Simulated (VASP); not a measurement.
# Rb (Im-3m) in VASP: a series of runs

Runs on Rb. Level: PBEsol. Tasks: single point, relaxation of cell and atoms.

All numbers are computed with VASP 6.6.1; they aren't measurements. Logs are shortened: lines on timing, memory, paths and dates and some standing lists are left out, and cuts for length are marked.

**1. The cell of the first run**

It takes space group Im-3m (No. 229, cubic). Conventional cell: a = 5.681 Å, b = 5.681 Å, c = 5.681 Å, α = 90.00°, β = 90.00°, γ = 90.00°.

**2. Single point, PBEsol (91.70 Å³/atom)**

INCAR reads:

```
SYSTEM = Rb
  PREC = Accurate
  ENCUT = 520
  EDIFF = 1E-6
  ISMEAR = 0
  SIGMA = 0.1
  LREAL = .False.
  LASPH = .True.
  NELM = 80
  ALGO = Normal
  ISIF = 2
  LWAVE = .False.
  LCHARG = .False.
  GGA = PS
  NBANDS = 10
```

KPOINTS reads:

```
regular mesh
0
Gamma
  10 10 10
  0 0 0
```

POSCAR reads:

```
Rb
1.0
   -2.8407423182      2.8407423182      2.8407423182
    2.8407423182     -2.8407423182      2.8407423182
    2.8407423182      2.8407423182     -2.8407423182
Rb
1
Direct
    0.0000000000      0.0000000000      0.0000000000
```

Potentials or basis: VASP PAW PBE potentials, release 64 (Rb_sv).

Launch:

```sh
$ cat potpaw_PBE.64/Rb_sv/POTCAR > POTCAR
$ mpirun -np 1 vasp_std > vasp.out
```

OUTCAR:

```text
SYSTEM = Rb
   PREC = Accurate
   ENCUT = 520
   EDIFF = 1E-6
   ISMEAR = 0
   LREAL = .False.
   LASPH = .True.
   NELM = 80
   ISIF = 2
   GGA = PS

 ion  position               nearest neighbor table
   1  0.000  0.000  0.000-

  LATTYP: Found a body centered cubic cell.
 ALAT       =     5.6814846364

  Lattice vectors:

 A1 = (  -2.8407423182,   2.8407423182,   2.8407423182)
 A2 = (   2.8407423182,  -2.8407423182,   2.8407423182)
 A3 = (   2.8407423182,   2.8407423182,  -2.8407423182)

Analysis of symmetry for initial positions (statically):
=====================================================================
 Subroutine PRICEL returns:
 Original cell was already a primitive cell.

 Routine SETGRP: Setting up the symmetry group for a
 body centered cubic supercell.

 Subroutine GETGRP returns: Found 48 space group operations
 (whereof 48 operations were pure point group operations)
 out of a pool of 48 trial point group operations.

The static configuration has the point symmetry O_h .

Analysis of symmetry for dynamics (positions and initial velocities):
=====================================================================
 Subroutine PRICEL returns:
 Original cell was already a primitive cell.

 Routine SETGRP: Setting up the symmetry group for a
 body centered cubic supercell.

 Subroutine GETGRP returns: Found 48 space group operations
 (whereof 48 operations were pure point group operations)
 out of a pool of 48 trial point group operations.

The dynamic configuration has the point symmetry O_h .

 Subroutine INISYM returns: Found 48 space group operations
 (whereof 48 operations are pure point group operations),
 and found     1 'primitive' translations

----------------------------------------------------------------------------------------

                                     Primitive cell

  volume of cell :      91.6971

  direct lattice vectors                    reciprocal lattice vectors
    -2.840742318  2.840742318  2.840742318     0.000000000  0.176010333  0.176010333
     2.840742318 -2.840742318  2.840742318     0.176010333  0.000000000  0.176010333
     2.840742318  2.840742318 -2.840742318     0.176010333  0.176010333  0.000000000

  length of vectors
     4.920310026  4.920310026  4.920310026     0.248916199  0.248916199  0.248916199

  position of ions in fractional coordinates (direct lattice)
     0.000000000  0.000000000  0.000000000

  ion indices of the primitive-cell ions
   primitive index   ion index
                 1           1

----------------------------------------------------------------------------------------

 KPOINTS: regular mesh

Automatic generation of k-mesh.
 Grid dimensions read from file:
 generate k-points for:   10   10   10

 Generating k-lattice:

  Cartesian coordinates                     Fractional coordinates (reciprocal lattice)
     0.000000000  0.017601033  0.017601033     0.100000000  0.000000000  0.000000000
     0.017601033  0.000000000  0.017601033     0.000000000  0.100000000  0.000000000
     0.017601033  0.017601033  0.000000000     0.000000000  0.000000000  0.100000000

  Length of vectors
     0.024891620  0.024891620  0.024891620

  Shift w.r.t. Gamma in fractional coordinates (k-lattice)
     0.000000000  0.000000000  0.000000000

 Subroutine IBZKPT returns following result:
 ===========================================

 Found     47 irreducible k-points:

 Following reciprocal coordinates:
            Coordinates               Weight
  0.000000  0.000000  0.000000      1.000000
  0.100000  0.000000  0.000000     12.000000
  0.200000  0.000000  0.000000     12.000000
  0.300000  0.000000  0.000000     12.000000
  0.400000  0.000000  0.000000     12.000000
  0.500000  0.000000  0.000000      6.000000
[... 16 lines left out ...]
  0.300000  0.300000  0.100000      8.000000
 -0.300000  0.300000  0.100000     24.000000
 [... further k-points ...]
   k-points           NKPTS =     47   k-points in BZ     NKDIM =     47   number of bands    NBANDS=     10
   number of dos      NEDOS =    301   number of ions     NIONS =      1
   total plane-waves  NPLWV =  64000
   dimension x,y,z NGX =    40 NGY =   40 NGZ =   40
   dimension x,y,z NGXF=    80 NGYF=   80 NGZF=   80
   ions per type =               1
   NGX,Y,Z   is equivalent  to a cutoff of  13.52, 13.52, 13.52 a.u.
   NGXF,Y,Z  is equivalent  to a cutoff of  27.03, 27.03, 27.03 a.u.
 SYSTEM =  Rb
   PREC   = accura    normal or accurate (medium, high low for compatibility)
   ISTART =      0    job   : 0-new  1-cont  2-samecut
   ICHARG =      2    charge: 1-file 2-atom 10-const
   ISPIN  =      1    spin polarized calculation?
   LNONCOLLINEAR =      F non collinear calculations
   LSORBIT =      F    spin-orbit coupling
   LASPH  =      T    aspherical Exc in radial PAW
   ENCUT  =  520.0 eV  38.22 Ry    6.18 a.u.   9.15  9.15  9.15*2*pi/ulx,y,z
   NELM   =     80;   NELMIN=  2; NELMDL= -5     # of ELM steps
   EDIFF  = 0.1E-05   stopping-criterion for ELM
   LREAL  =      F    real-space projection
   EDIFFG = 0.1E-04   stopping-criterion for IOM
   NSW    =      0    number of steps for IOM
   IBRION =     -1    ionic relax: 0-MD 1-quasi-New 2-CG
   NFREE  =      0    steps in history (QN), initial steepest desc. (CG)
   ISIF   =      2    stress and relaxation
   ISYM   =      2    0-nonsym 1-usesym 2-fastsym
   POTIM  = 0.5000    time-step for ionic-motion
   TEBEG  =    0.0;   TEEND  =   0.0 temperature during run
   PSTRESS=    0.0 pullay stress
   NELECT =       9.0000    total number of electrons
   NUPDOWN=      -1.0000    fix difference up-down
   EMIN   =  10.00;   EMAX   =-10.00  energy-range for DOS
   EFERMI =   0.00;   METHOD = LEGACY
   ISMEAR =     0;   SIGMA  =   0.10  broadening in eV -4-tet -1-fermi 0-gaus
   EFERMI_NEDOS =   21; number of points for ismear=-14 and -15
   IALGO  =     38    algorithm
   IMIX   =      4    mixing-type and parameters
     AMIX     =   0.40;   BMIX     =  1.00
     AMIX_MAG =   1.60;   BMIX_MAG =  1.00
  volume/ion in A,a.u.               =      91.70       618.80
  Fermi-wavevector in a.u.,A,eV,Ry     =   0.755157  1.427040  7.758884  0.570262
  Thomas-Fermi vector in A             =   1.852987
   LORBIT       =      0    0 simple, 1 ext, 2 COOP (PROOUT), +10 PAW based schemes
   GGA     = PS    functional components
   LHFCALC =     F    Hartree Fock is set to
   AEXX    =    0.0000 exact exchange contribution
   IVDW    =     0    specifies the selected vdW correction
   LEPSILON=     F    determine dielectric tensor
   LRPA    =     F    only Hartree local field effects (RPA)
 non-spin polarized calculation
 Gauss-broadening in eV      SIGMA  =   0.10
  energy-cutoff  :      520.00
  volume of cell :       91.70
 maximum number of plane-waves:      2498
 NGX is ok and might be reduce to    40
   NGX = 19   NGY = 19   NGZ = 19

 number of electron       9.0000000 magnetization

 Free energy of the ion-electron system (eV)
  ---------------------------------------------------
  ext. energy  EPLUGINS =         0.00000000
  ---------------------------------------------------
  free energy    TOTEN  =        -1.02169203 eV

  energy without entropy =       -1.01548853  energy(sigma->0) =       -1.01859028

 E-fermi :  -0.0687     XC(G=0):  -5.5020

 val. band max:       -0.0711382350   @ k =  -0.3000   0.4000   0.2000
 cond. band min:       0.0110482078   @ k =  -0.4000   0.4000   0.2000
 fundamental gap:      0.0821864427
 Fermi energy:        -0.0686753417

 k-point     1 :       0.0000    0.0000    0.0000
  band No.  band energies     occupation
      1     -28.9319      2.00000
      2     -12.9794      2.00000
      3     -12.9794      2.00000
      4     -12.9794      2.00000
      5      -2.0344      2.00000
      6       3.6039      0.00000
      7       3.6039      0.00000
      8       3.6039      0.00000
      9       4.5444      0.00000
     10       4.5444      0.00000

 k-point     2 :       0.1000    0.0000    0.0000
  band No.  band energies     occupation
      1     -28.9315      2.00000
      2     -12.9886      2.00000
      3     -12.9825      2.00000
      4     -12.9794      2.00000
      5      -1.9172      2.00000
      6       3.4123      0.00000
      7       3.4422      0.00000
      8       3.7115      0.00000
      9       4.3261      0.00000
     10       4.4997      0.00000

 k-point     3 :       0.2000    0.0000    0.0000
  band No.  band energies     occupation
      1     -28.9305      2.00000
      2     -13.0124      2.00000
      3     -12.9904      2.00000
      4     -12.9794      2.00000
      5      -1.5759      2.00000
      6       2.7725      0.00000
      7       3.1088      0.00000
      8       4.0291      0.00000
      9       4.3057      0.00000
     10       4.4491      0.00000

 k-point     4 :       0.3000    0.0000    0.0000
  band No.  band energies     occupation
      1     -28.9292      2.00000
      2     -13.0414      2.00000
      3     -13.0001      2.00000
      4     -12.9794      2.00000
      5      -1.0424      2.00000
      6       2.0108      0.00000
      7       2.7950      0.00000
      8       4.3955      0.00000
      9       4.5056      0.00000
     10       4.5407      0.00000

 k-point     5 :       0.4000    0.0000    0.0000
  band No.  band energies     occupation
      1     -28.9282      2.00000
      2     -13.0645      2.00000
      3     -13.0079      2.00000
      4     -12.9794      2.00000
      5      -0.3761      1.99999
      6       1.2622      0.00000
      7       2.5866      0.00000
      8       4.2897      0.00000
      9       4.7221      0.00000
     10       5.2140      0.00000

 k-point     6 :       0.5000    0.0000    0.0000
  band No.  band energies     occupation
      1     -28.9278      2.00000
      2     -13.0732      2.00000
      3     -13.0109      2.00000
      4     -12.9794      2.00000
      5       0.1691      0.00077
      6       0.7037      0.00000
      7       2.5145      0.00000
      8       4.1740      0.00000
      9       5.0751      0.00000
     10       5.1616      0.00000
[... 183 lines left out ...]
 k-point    21 :       0.3000    0.2000    0.1000
  band No.  band energies     occupation
      1     -28.9277      2.00000
      2     -13.0535      2.00000
      3     -13.0211      2.00000
      4     -12.9959      2.00000
      5       0.4449      0.00000
      6       1.1542      0.00000
      7       1.7291      0.00000
      8       3.4189      0.00000
      9       4.9689      0.00000
     10       5.1905      0.00000

 k-point    22 :      -0.2000    0.2000    0.1000
  band No.  band energies     occupation
      1     -28.9301      2.00000
      2     -13.0124      2.00000
      3     -12.9935      2.00000
      4     -12.9868      2.00000
      5      -1.4640      2.00000
      6       2.8051      0.00000
      7       3.1111      0.00000
      8       3.6232      0.00000
      9       4.0328      0.00000
     10       4.9367      0.00000

 k-point    23 :       0.3000    0.3000    0.1000
  band No.  band energies     occupation
      1     -28.9276      2.00000
      2     -13.0382      2.00000
      3     -13.0382      2.00000
      4     -12.9988      2.00000
      5       1.0664      0.00000
      6       1.0664      0.00000
      7       1.2125      0.00000
      8       3.1757      0.00000
      9       5.0850      0.00000
     10       5.0850      0.00000

 k-point    24 :      -0.3000    0.3000    0.1000
  band No.  band energies     occupation
      1     -28.9289      2.00000
      2     -13.0401      2.00000
      3     -13.0034      2.00000
      4     -12.9865      2.00000
      5      -0.9363      2.00000
      6       2.0458      0.00000
      7       2.8318      0.00000
      8       3.6831      0.00000
      9       4.5337      0.00000
     10       4.9640      0.00000

 [... further k-points ...]

------------------------ aborting loop because EDIFF is reached ----------------------------------------

  FORCE on cell =-STRESS in cart. coord.  units (eV):
  Direction    XX          YY          ZZ          XY          YZ          ZX
  --------------------------------------------------------------------------------------
  -------------------------------------------------------------------------------------
  Total       -0.0870691     -0.0870691     -0.0870691      0.0000000      0.0000000      0.0000000
  in kB       -1.5213153     -1.5213153     -1.5213153      0.0000000      0.0000000      0.0000000
  external PRESSURE =      -1.5213153 kB  Pullay stress =       0.0000000 kB

 VOLUME and BASIS-vectors are now :
 -----------------------------------------------------------------------------
  energy-cutoff  :      520.00
  volume of cell :       91.70
      direct lattice vectors                 reciprocal lattice vectors
    -2.840742318  2.840742318  2.840742318     0.000000000  0.176010333  0.176010333
     2.840742318 -2.840742318  2.840742318     0.176010333  0.000000000  0.176010333
     2.840742318  2.840742318 -2.840742318     0.176010333  0.176010333  0.000000000

 POSITION                                       TOTAL-FORCE (eV/Angst)
 -----------------------------------------------------------------------------------
      0.00000      0.00000      0.00000         0.000000     -0.000000      0.000000
 -----------------------------------------------------------------------------------
    total drift:                               -0.000000     -0.000000     -0.000000

  FREE ENERGIE OF THE ION-ELECTRON SYSTEM (eV)
  ---------------------------------------------------
  free  energy   TOTEN  =        -1.0216920258 eV

  energy  without entropy=       -1.0154885275  energy(sigma->0) =       -1.01859028
```

Run time: 56 s. Hardware: 1 thread of AMD EPYC 7R13, shared host; peak memory 0.21 GiB.

Results:

* Free energy: -1.0217 eV
* Pressure: -0.2 GPa
* Band gap on the k mesh: zero (an odd number of electrons rules out a gap without spin polarisation)

Caveat: the PAW data sets were made with another functional, which shifts forces and pressure a little.

**3. Single point, PBEsol (94.29 Å³/atom)**

This run uses another cell than the first one, of 94.29 Å³/atom.

INCAR reads:

```
ALGO = Normal ; EDIFF = 1E-7
ENCUT = 520 ; GGA = PS
ISIF = 2 ; ISMEAR = 0
LASPH = True ; LCHARG = True
LELF = True ; LREAL = False
LVHAR = True ; LWAVE = False
NBANDS = 10 ; NELM = 60
PREC = Accurate ; SIGMA = 0.1
```

KPOINTS reads:

```
k-points
0
Gamma
  10 10 10
```

POSCAR reads:

```
Rb
1.0
   -2.8672928507      2.8672928507      2.8672928507
    2.8672928507     -2.8672928507      2.8672928507
    2.8672928507      2.8672928507     -2.8672928507
Rb
1
Direct
    0.0000000000      0.0000000000      0.0000000000
```

Potentials or basis: VASP PAW PBE potentials, release 64 (Rb_sv).

Launch:

```sh
$ cat potpaw_PBE.64/Rb_sv/POTCAR > POTCAR
$ mpirun -np 1 vasp_std > vasp.out
```

Run time: 56 s. Hardware: 1 thread of AMD EPYC 7R13, shared host; peak memory 0.21 GiB.

Results (log left out):

- Free energy: -1.0187 eV
- Pressure: -0.2 GPa
- Band gap on the k mesh: zero (an odd number of electrons rules out a gap without spin polarisation)

Levels at points of the mesh, in eV from the Fermi level:
```tsv
k point	band 1	band 2	band 3	band 4	band 5	band 6	band 7	band 8	band 9	band 10
(0.00, 0.00, 0.00)	-28.88	-12.93	-12.93	-12.93	-1.93	3.65	3.65	3.65	4.57	4.57
(0.50, 0.00, 0.00)	-28.88	-13.01	-12.96	-12.93	0.24	0.75	2.58	4.18	5.07	5.17
(0.50, 0.50, 0.50)	-28.87	-12.99	-12.99	-12.99	1.29	1.29	3.15	3.15	3.15	4.61
```

Caveat: the PAW data sets were made with another functional, which shifts forces and pressure a little.

[end of part 1 of 2]
